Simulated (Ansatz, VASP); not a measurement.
## Two plane-wave programs on SiC

```
Si C
1.0
    -3.07600    0.00000    0.00000
    -1.53800   -2.66389    0.00000
     0.00000    0.00000   10.59600
Si C
4 4
Direct
  0.33333 0.33333 0.62290
  0.33333 0.33333 0.14649
  0.66667 0.66667 0.86110
  0.66667 0.66667 0.38470
  0.33333 0.33333 0.80632
  0.33333 0.33333 0.32991
  0.66667 0.66667 0.09171
  0.66667 0.66667 0.56811
```

Alike in both runs: task single point; functional r2SCAN; k mesh 8 × 8 × 3; occupations gaussian, width 0.05 eV; no spin polarisation.

|  | VASP | Ansatz |
| --- | --- | --- |
| version | VASP 6.6.1 | Ansatz 0.2.0 |
| potentials or method | VASP PAW PBE potentials, release 64 (Si, C), cutoff 520 eV | scalar-relativistic, plane waves, PAW |
| valence electrons in the cell | 32 | 32 |

Ansatz gave:

```
gap on the k mesh at the Fermi level (eV)                     : 2.56
least direct gap on the mesh (eV)                             : 4.13
pressure (GPa)                                                : -4.1
traceless stress, the component that is largest in VASP (GPa) : -10.54
rms of the force components (eV/Å)                            : 0.655
```

Q: Which values does VASP return?

A: gap on the k mesh at the Fermi level (eV): 2.58; least direct gap on the mesh (eV): 4.14; pressure (GPa): -4.3; traceless stress, the component that is largest in VASP (GPa): -10.57; rms of the force components (eV/Å): 0.652.

VASP's potentials were made for PBE, not for r2SCAN. Atom by atom the forces differ by 0.004 eV/Å (rms over components). With one functional, cell and mesh, what is left measures potentials, basis and numerics.
